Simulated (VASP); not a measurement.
# SiGe (P6_3mc) in VASP: further runs

The runs below take SiGe through single point, with r2SCAN.

All numbers are computed with VASP 6.6.1; they aren't measurements. Logs are shortened: lines on timing, memory, paths and dates and some standing lists are left out, and cuts for length are marked.

## Step 1: The cell of the first run

Symmetry: P6_3mc, No. 186, hexagonal system. Conventional cell: a = 3.826 Å, b = 3.826 Å, c = 6.325 Å, α = 90.00°, β = 90.00°, γ = 120.00°. Si (site symmetry 3m) has 4 Ge at 2.35 to 2.36 Å within 3.1 Å. Within 3.1 Å of Ge (site symmetry 3m) lie 4 Si at 2.35 to 2.36 Å.

## Step 2: Single point, r2SCAN (equal strain along all axes, cell held: -2.0 %, then relaxed in part)

File POSCAR:

```
SiGe
1.0
    3.8262900901      0.0000000000      0.0000000000
   -1.9131450451      3.3136644203      0.0000000000
    0.0000000000      0.0000000000      6.3246060738
Si Ge
2 2
Direct
    0.6666666667      0.3333333333      0.8743361219
    0.3333333333      0.6666666667      0.3743361219
    0.6666666667      0.3333333333      0.5006628781
    0.3333333333      0.6666666667      0.0006628781
```

File INCAR.step1:

```
PREC = Accurate
ENCUT = 520
ISMEAR = 0
SIGMA = 0.02
LREAL = F
LASPH = T
NELM = 80
NBANDS = 26
GGA = PE
ALGO = Normal
EDIFF = 1E-4
LWAVE = T
LCHARG = F
```

File INCAR.step2:

```
PREC = Accurate
ENCUT = 520
EDIFF = 1E-6
ISMEAR = 0
SIGMA = 0.02
LREAL = F
LASPH = T
NELM = 80
ALGO = Normal
ISIF = 2
LWAVE = F
LCHARG = F
METAGGA = R2SCAN
LMIXTAU = T
NBANDS = 26
ISTART = 1
```

File KPOINTS:

```
regular mesh
0
Gamma
  12 12 4
```

Potentials or basis: VASP PAW PBE potentials, release 64 (Si, Ge_d).

Launch:

```console
cat potpaw_PBE.64/Si/POTCAR potpaw_PBE.64/Ge_d/POTCAR > POTCAR
cp INCAR.step1 INCAR
mpirun -np 1 vasp_std > vasp.out
cp INCAR.step2 INCAR
mpirun -np 1 vasp_std > vasp.out
```

OUTCAR:

```text
PREC = Accurate
   ENCUT = 520
   EDIFF = 1E-6
   ISMEAR = 0
   LREAL = F
   LASPH = T
   NELM = 80
   ISIF = 2
   METAGGA = R2SCAN
   ISTART = 1

 ion  position               nearest neighbor table
   1  0.667  0.333  0.874-   4 2.35   4 2.35   4 2.35   3 2.36
   2  0.333  0.667  0.374-   3 2.35   3 2.35   3 2.35   4 2.36
   3  0.667  0.333  0.501-   2 2.35   2 2.35   2 2.35   1 2.36
   4  0.333  0.667  0.001-   1 2.35   1 2.35   1 2.35   2 2.36

  LATTYP: Found a hexagonal cell.
 ALAT       =     3.8262900901
 C/A-ratio  =     1.6529342849

  Lattice vectors:

 A1 = (   3.8262900901,   0.0000000000,   0.0000000000)
 A2 = (  -1.9131450451,   3.3136644203,   0.0000000000)
 A3 = (   0.0000000000,   0.0000000000,   6.3246060738)

Analysis of symmetry for initial positions (statically):
=====================================================================
 Subroutine PRICEL returns:
 Original cell was already a primitive cell.

 Routine SETGRP: Setting up the symmetry group for a
 hexagonal supercell.

 Subroutine GETGRP returns: Found 12 space group operations
 (whereof  6 operations were pure point group operations)
 out of a pool of 24 trial point group operations.

The static configuration has the point symmetry C_3v.
 The point group associated with its full space group is C_6v.

Analysis of symmetry for dynamics (positions and initial velocities):
=====================================================================
 Subroutine PRICEL returns:
 Original cell was already a primitive cell.

 Routine SETGRP: Setting up the symmetry group for a
 hexagonal supercell.

 Subroutine GETGRP returns: Found 12 space group operations
 (whereof  6 operations were pure point group operations)
 out of a pool of 24 trial point group operations.

The dynamic configuration has the point symmetry C_3v.
 The point group associated with its full space group is C_6v.

 Subroutine INISYM returns: Found 12 space group operations
 (whereof  6 operations are pure point group operations),
 and found     1 'primitive' translations

----------------------------------------------------------------------------------------

                                     Primitive cell

  volume of cell :      80.1899

  direct lattice vectors                    reciprocal lattice vectors
     3.826290090  0.000000000  0.000000000     0.261349761  0.150890355  0.000000000
    -1.913145045  3.313664420  0.000000000     0.000000000  0.301780710  0.000000000
     0.000000000  0.000000000  6.324606074     0.000000000  0.000000000  0.158112614

  length of vectors
     3.826290090  3.826290090  6.324606074     0.301780710  0.301780710  0.158112614

  position of ions in fractional coordinates (direct lattice)
     0.666666667  0.333333333  0.874336122
     0.333333333  0.666666667  0.374336122
     0.666666667  0.333333333  0.500662878
     0.333333333  0.666666667  0.000662878

  ion indices of the primitive-cell ions
   primitive index   ion index
                 1           1
                 2           2
                 3           3
                 4           4

----------------------------------------------------------------------------------------

 KPOINTS: regular mesh

Automatic generation of k-mesh.
 Grid dimensions read from file:
 generate k-points for:   12   12    4

 Generating k-lattice:

  Cartesian coordinates                     Fractional coordinates (reciprocal lattice)
     0.021779147  0.012574196  0.000000000     0.083333333  0.000000000  0.000000000
     0.000000000  0.025148392  0.000000000     0.000000000  0.083333333  0.000000000
     0.000000000  0.000000000  0.039528154     0.000000000  0.000000000  0.250000000

  Length of vectors
     0.025148392  0.025148392  0.039528154

  Shift w.r.t. Gamma in fractional coordinates (k-lattice)
     0.000000000  0.000000000  0.000000000

 Subroutine IBZKPT returns following result:
 ===========================================

 Found     57 irreducible k-points:

 Following reciprocal coordinates:
            Coordinates               Weight
  0.000000  0.000000  0.000000      1.000000
  0.083333  0.000000  0.000000      6.000000
  0.166667  0.000000  0.000000      6.000000
  0.250000  0.000000  0.000000      6.000000
  0.333333 -0.000000  0.000000      6.000000
  0.416667 -0.000000  0.000000      6.000000
[... 16 lines left out ...]
  0.250000  0.000000  0.250000     12.000000
  0.333333 -0.000000  0.250000     12.000000
 [... further k-points ...]
   k-points           NKPTS =     57   k-points in BZ     NKDIM =     57   number of bands    NBANDS=     26
   number of dos      NEDOS =    301   number of ions     NIONS =      4
   total plane-waves  NPLWV =  37632
   dimension x,y,z NGX =    28 NGY =   28 NGZ =   48
   dimension x,y,z NGXF=    56 NGYF=   56 NGZF=   96
   ions per type =               2   2
   NGX,Y,Z   is equivalent  to a cutoff of  12.17, 12.17, 12.62 a.u.
   NGXF,Y,Z  is equivalent  to a cutoff of  24.33, 24.33, 25.23 a.u.
 SYSTEM =  unknown system
   PREC   = accura    normal or accurate (medium, high low for compatibility)
   ISTART =      1    job   : 0-new  1-cont  2-samecut
   ICHARG =      0    charge: 1-file 2-atom 10-const
   ISPIN  =      1    spin polarized calculation?
   LNONCOLLINEAR =      F non collinear calculations
   LSORBIT =      F    spin-orbit coupling
   LASPH  =      T    aspherical Exc in radial PAW
   ENCUT  =  520.0 eV  38.22 Ry    6.18 a.u.   7.11  7.11 11.76*2*pi/ulx,y,z
   NELM   =     80;   NELMIN=  2; NELMDL=  0     # of ELM steps
   EDIFF  = 0.1E-05   stopping-criterion for ELM
   LREAL  =      F    real-space projection
   EDIFFG = 0.1E-04   stopping-criterion for IOM
   NSW    =      0    number of steps for IOM
   IBRION =     -1    ionic relax: 0-MD 1-quasi-New 2-CG
   NFREE  =      0    steps in history (QN), initial steepest desc. (CG)
   ISIF   =      2    stress and relaxation
   ISYM   =      2    0-nonsym 1-usesym 2-fastsym
   POTIM  = 0.5000    time-step for ionic-motion
   TEBEG  =    0.0;   TEEND  =   0.0 temperature during run
   PSTRESS=    0.0 pullay stress
   NELECT =      36.0000    total number of electrons
   NUPDOWN=      -1.0000    fix difference up-down
   EMIN   =  10.00;   EMAX   =-10.00  energy-range for DOS
   EFERMI =   0.00;   METHOD = LEGACY
   ISMEAR =     0;   SIGMA  =   0.02  broadening in eV -4-tet -1-fermi 0-gaus
   EFERMI_NEDOS =   21; number of points for ismear=-14 and -15
   IALGO  =     38    algorithm
   IMIX   =      4    mixing-type and parameters
     AMIX     =   0.40;   BMIX     =  1.00
     AMIX_MAG =   1.60;   BMIX_MAG =  1.00
  volume/ion in A,a.u.               =      20.05       135.29
  Fermi-wavevector in a.u.,A,eV,Ry     =   1.253533  2.368833 21.379439  1.571344
  Thomas-Fermi vector in A             =   2.387381
   LORBIT       =      0    0 simple, 1 ext, 2 COOP (PROOUT), +10 PAW based schemes
   METAGGA = R2SCAN    functional components
   LHFCALC =     F    Hartree Fock is set to
   AEXX    =    0.0000 exact exchange contribution
   IVDW    =     0    specifies the selected vdW correction
   LEPSILON=     F    determine dielectric tensor
   LRPA    =     F    only Hartree local field effects (RPA)
 non-spin polarized calculation
 Gauss-broadening in eV      SIGMA  =   0.02
  energy-cutoff  :      520.00
  volume of cell :       80.19
 maximum number of plane-waves:      2196
   NGX = 15   NGY = 15   NGZ = 23

 number of electron      36.0000019 magnetization

 Free energy of the ion-electron system (eV)
  ---------------------------------------------------
  ext. energy  EPLUGINS =         0.00000000
  ---------------------------------------------------
  free energy    TOTEN  =       -45.08957699 eV

  energy without entropy =      -45.08957699  energy(sigma->0) =      -45.08957699

 E-fermi :   6.2605     XC(G=0): -10.6586

 val. band max:        6.1324164331   @ k =   0.0000   0.0000   0.0000
 cond. band min:       6.6901701954   @ k =   0.5000   0.0000   0.0000
 fundamental gap:      0.5577537623
 Fermi energy:         6.2604701772

 k-point     1 :       0.0000    0.0000    0.0000
  band No.  band energies     occupation
      1     -19.1729      2.00000
      2     -19.1728      2.00000
      3     -19.1688      2.00000
      4     -19.1688      2.00000
      5     -19.1649      2.00000
      6     -19.1649      2.00000
[... 18 lines left out ...]
     25      10.7886      0.00000
     26      13.0638      0.00000

 k-point     2 :       0.0833    0.0000    0.0000
  band No.  band energies     occupation
      1     -19.1731      2.00000
      2     -19.1723      2.00000
      3     -19.1690      2.00000
      4     -19.1682      2.00000
      5     -19.1645      2.00000
      6     -19.1642      2.00000
[... 18 lines left out ...]
     25      11.1412      0.00000
     26      12.4577      0.00000

 k-point     3 :       0.1667    0.0000    0.0000
  band No.  band energies     occupation
      1     -19.1739      2.00000
      2     -19.1711      2.00000
      3     -19.1693      2.00000
      4     -19.1668      2.00000
      5     -19.1633      2.00000
      6     -19.1625      2.00000
[... 18 lines left out ...]
     25      12.0587      0.00000
     26      12.1292      0.00000

 k-point     4 :       0.2500    0.0000    0.0000
  band No.  band energies     occupation
      1     -19.1753      2.00000
      2     -19.1705      2.00000
      3     -19.1687      2.00000
      4     -19.1651      2.00000
      5     -19.1613      2.00000
      6     -19.1602      2.00000
[... 18 lines left out ...]
     25      13.1711      0.00000
     26      13.3507      0.00000
[... 496 lines left out ...]
      1     -19.1737      2.00000
      2     -19.1722      2.00000
      3     -19.1678      2.00000
      4     -19.1662      2.00000
      5     -19.1640      2.00000
      6     -19.1631      2.00000
[... 18 lines left out ...]
     25      11.7197      0.00000
     26      12.7689      0.00000

 k-point    23 :       0.2500    0.0000    0.2500
  band No.  band energies     occupation
      1     -19.1750      2.00000
      2     -19.1724      2.00000
      3     -19.1665      2.00000
      4     -19.1643      2.00000
      5     -19.1621      2.00000
      6     -19.1609      2.00000
[... 18 lines left out ...]
     25      12.7434      0.00000
     26      12.9863      0.00000

 k-point    24 :       0.3333   -0.0000    0.2500
  band No.  band energies     occupation
      1     -19.1765      2.00000
      2     -19.1731      2.00000
      3     -19.1649      2.00000
      4     -19.1627      2.00000
      5     -19.1601      2.00000
      6     -19.1587      2.00000
[... 18 lines left out ...]
     25      13.9290      0.00000
     26      14.1746      0.00000

 [... further k-points ...]
[... 5 lines left out ...]
  --------------------------------------------------------------------------------------
  -------------------------------------------------------------------------------------
  Total        2.8575035      2.8575035      2.9687723     -0.0000000      0.0000000      0.0000000
  in kB       57.0922894     57.0922894     59.3154152     -0.0000000      0.0000000      0.0000000
  external PRESSURE =      57.8333313 kB  Pullay stress =       0.0000000 kB

 VOLUME and BASIS-vectors are now :
 -----------------------------------------------------------------------------
  energy-cutoff  :      520.00
  volume of cell :       80.19
      direct lattice vectors                 reciprocal lattice vectors
     3.826290090  0.000000000  0.000000000     0.261349761  0.150890355  0.000000000
    -1.913145045  3.313664420  0.000000000     0.000000000  0.301780710  0.000000000
     0.000000000  0.000000000  6.324606074     0.000000000  0.000000000  0.158112614

 POSITION                                       TOTAL-FORCE (eV/Angst)
 -----------------------------------------------------------------------------------
      1.91315      1.10455      5.52983        -0.000000      0.000000     -0.005431
     -0.00000      2.20911      2.36753         0.000000      0.000000     -0.005431
      1.91315      1.10455      3.16650         0.000000     -0.000000      0.005431
     -0.00000      2.20911      0.00419        -0.000000      0.000000      0.005431
 -----------------------------------------------------------------------------------
    total drift:                               -0.000000     -0.000001      0.010423

  FREE ENERGIE OF THE ION-ELECTRON SYSTEM (eV)
  ---------------------------------------------------
  free  energy   TOTEN  =       -45.0895769908 eV

  energy  without entropy=      -45.0895769908  energy(sigma->0) =      -45.08957699
```

Wall time 2.6 min (1 thread of Intel Xeon 6975P-C (Granite Rapids), shared host); peak memory 0.25 GiB.

Results:

```
Free energy            : -45.0896 eV
Pressure               : 5.8 GPa
Largest force          : 0.005 eV/Å
Band gap on the k mesh : 0.56 eV, indirect (least direct gap 0.96 eV)
```

Forces on the atoms (eV/Å):
```
Si   0.000  0.000 -0.005
Si   0.000  0.000 -0.005
Ge   0.000  0.000  0.005
Ge   0.000  0.000  0.005
```

Stress tensor (GPa, compression positive):
```
5.71 0.00 0.00
0.00 5.71 0.00
0.00 0.00 5.93
```

Caveat: the cell differs from its parent crystal (equal strain along all axes, cell held: -2.0 %, then relaxed in part); the PAW data sets were made with another functional, which shifts forces and pressure a little. A k mesh can miss the band edges.

## Step 3: Single point, r2SCAN (equal strain along all axes, cell held: -1.0 %, then relaxed in part)

File POSCAR:

```
SiGe
1.0
    3.8653338666      0.0000000000      0.0000000000
   -1.9326669333      3.3474773226      0.0000000000
    0.0000000000      0.0000000000      6.3891428705
Si Ge
2 2
Direct
    0.6666666667      0.3333333333      0.8744075852
    0.3333333333      0.6666666667      0.3744075852
    0.6666666667      0.3333333333      0.5005914148
    0.3333333333      0.6666666667      0.0005914148
```

File INCAR.step1:

```
SYSTEM = SiGe
  PREC = Accurate
  ENCUT = 520
  ISMEAR = 0
  SIGMA = 0.02
  LREAL = .False.
  LASPH = .True.
  NELM = 100
  NBANDS = 26
  GGA = PE
  ALGO = Normal
  EDIFF = 1E-4
  LWAVE = .True.
  LCHARG = .False.
```

File INCAR.step2:

```
SYSTEM = SiGe
  PREC = Accurate
  ENCUT = 520
  EDIFF = 1E-6
  ISMEAR = 0
  SIGMA = 0.02
  LREAL = .False.
  LASPH = .True.
  NELM = 100
  ALGO = Normal
  ISIF = 2
  LWAVE = .False.
  LCHARG = .False.
  METAGGA = R2SCAN
  LMIXTAU = .True.
  NBANDS = 26
  ISTART = 1
```

File KPOINTS:

```
Automatic mesh
0
Gamma
  12 12 4
  0 0 0
```

Potentials or basis: VASP PAW PBE potentials, release 64 (Si, Ge_d).

Launch:

```console
cat potpaw_PBE.64/Si/POTCAR potpaw_PBE.64/Ge_d/POTCAR > POTCAR
cp INCAR.step1 INCAR
mpirun -np 1 vasp_std > vasp.out
cp INCAR.step2 INCAR
mpirun -np 1 vasp_std > vasp.out
```

Run time: 3.2 min. Hardware: 1 thread of Intel Xeon 6975P-C (Granite Rapids), shared host; peak memory 0.27 GiB.

It converged, with:

| Property | Result |
| --- | --- |
| Free energy | -45.1553 eV |
| Pressure | 2.7 GPa |
| Largest force | 0.006 eV/Å |
| Band gap on the k mesh | 0.61 eV, indirect (least direct gap 0.87 eV) |

Forces on the atoms (eV/Å):
```
Si   0.000  0.000 -0.006
Si   0.000  0.000 -0.006
Ge   0.000  0.000  0.006
Ge   0.000  0.000  0.006
```

Stress tensor (GPa, compression positive):
```
2.64 0.00 0.00
0.00 2.64 0.00
0.00 0.00 2.74
```

Levels at points of the mesh, in eV from the valence-band top:
```
           k point  band 15  band 16  band 17  band 18  band 19  band 20  band 21  band 22
(0.00, 0.00, 0.00)    -1.72    -0.36     0.00     0.00     0.87     2.14     2.21     2.21
(0.50, 0.00, 0.00)    -5.08    -3.43    -3.22    -1.66     0.61     2.40     3.52     3.58
(0.00, 0.00, 0.50)    -1.05    -1.05    -1.05    -1.05     1.68     1.68     3.34     3.34
(0.50, 0.00, 0.50)    -2.79    -2.79    -2.72    -2.72     0.94     0.94     2.07     2.07
```

Caveat: the cell differs from its parent crystal (equal strain along all axes, cell held: -1.0 %, then relaxed in part); the PAW data sets were made with another functional, which shifts forces and pressure a little. A k mesh can miss the band edges.

## Step 4: Single point, r2SCAN

This run uses another cell than the first one, of 20.67 Å³/atom, 1.031 times its volume.

POSCAR is that of step 3.

File INCAR.step1:

```
PREC = Accurate ; ENCUT = 520
ISMEAR = 0 ; SIGMA = 0.02
LREAL = F ; LASPH = T
NELM = 60 ; NBANDS = 26
GGA = PE ; ALGO = Normal
EDIFF = 1E-4 ; LWAVE = T
LCHARG = F
```

File INCAR.step2:

```
PREC = Accurate ; ENCUT = 520
EDIFF = 1E-6 ; ISMEAR = 0
SIGMA = 0.02 ; LREAL = F
LASPH = T ; NELM = 60
ALGO = Normal ; ISIF = 2
LWAVE = F ; LCHARG = T
METAGGA = R2SCAN ; LMIXTAU = T
LELF = T ; LVHAR = T
NBANDS = 26 ; ISTART = 1
```

File KPOINTS:

```
Automatic mesh
0
Gamma
  12 12 4
```

Launch:

```console
cat potpaw_PBE.64/Si/POTCAR potpaw_PBE.64/Ge_d/POTCAR > POTCAR
cp INCAR.step1 INCAR
mpirun -np 1 vasp_std > vasp.out
cp INCAR.step2 INCAR
mpirun -np 1 vasp_std > vasp.out
```

It took 3 min on 1 thread of Intel Xeon 6975P-C (Granite Rapids), shared host; peak memory 0.27 GiB.

Results (log left out):

- Free energy: -45.1553 eV
- Pressure: 2.7 GPa
- Largest force: 0.006 eV/Å
- Band gap on the k mesh: 0.61 eV, indirect (least direct gap 0.87 eV)

Forces on the atoms (eV/Å):
```
Si   0.000  0.000 -0.006
Si   0.000  0.000 -0.006
Ge   0.000  0.000  0.006
Ge   0.000  0.000  0.006
```

Stress tensor (GPa, compression positive):
```
2.64 0.00 0.00
0.00 2.64 0.00
0.00 0.00 2.74
```

Levels at points of the mesh, in eV from the valence-band top:
```tsv
k point	band 14	band 15	band 16	band 17	band 18	band 19	band 20	band 21	band 22	band 23
(0.00, 0.00, 0.00)	-1.72	-1.72	-0.36	0.00	0.00	0.87	2.14	2.21	2.21	3.06
(0.50, 0.00, 0.00)	-6.73	-5.08	-3.43	-3.22	-1.66	0.61	2.40	3.52	3.58	4.62
(0.00, 0.00, 0.50)	-4.78	-1.05	-1.05	-1.05	-1.05	1.68	1.68	3.34	3.34	3.34
(0.50, 0.00, 0.50)	-8.02	-2.79	-2.79	-2.72	-2.72	0.94	0.94	2.07	2.07	6.25
```

Caveat: the PAW data sets were made with another functional, which shifts forces and pressure a little.

[end of part 1 of 2]
